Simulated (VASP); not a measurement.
Runs of VASP 6.6.1 on PbSe. The structure is that of space group Fm-3m (No. 225), or close to it. The cells are those of the table. 

| level | cell | smearing | gap on the mesh (eV) | pressure (GPa) |
| --- | --- | --- | --- | --- |
| r2SCAN | a = 4.368, b = 4.368, c = 4.401 Å, angles 59.8, 59.8, 59.5°, 2 atoms | gaussian 0.01 eV | 0.60 | 0.0 |
| r2SCAN | a = 4.543 Å, angles 60.0°, 2 atoms | gaussian 0.01 eV | 0.98 | -4.7 |
| PBE | a = 4.368, b = 4.368, c = 4.401 Å, angles 59.8, 59.8, 59.5°, 2 atoms | fermi-dirac 0.02 eV | (a) | 0.9 |
| r2SCAN | a = 4.423, b = 4.423, c = 4.368 Å, angles 60.4, 60.4, 59.2°, 2 atoms | gaussian 0.01 eV | 0.73 | (c) |
| PBE | a = 4.368 Å, angles 60.0°, 2 atoms | fermi-dirac 0.02 eV | (b) | 0.9 |

Alike in all rows: task single point; potentials or basis VASP PAW PBE potentials, release 64 (Pb_d, Se); no spin polarisation; k mesh 8 × 8 × 8; cutoff (eV) 520.

Question: Estimate the missing entries.

Answer: (a) 0.31; (b) 0.38; (c) -1.1.

Caveats: spin-orbit coupling is left out, which moves the levels of the heavy elements; the PAW data sets were made with another functional, which shifts forces and pressure a little (some runs).

A k mesh can miss the band edges, and the runs leave out spin-orbit coupling on Pb, Se.
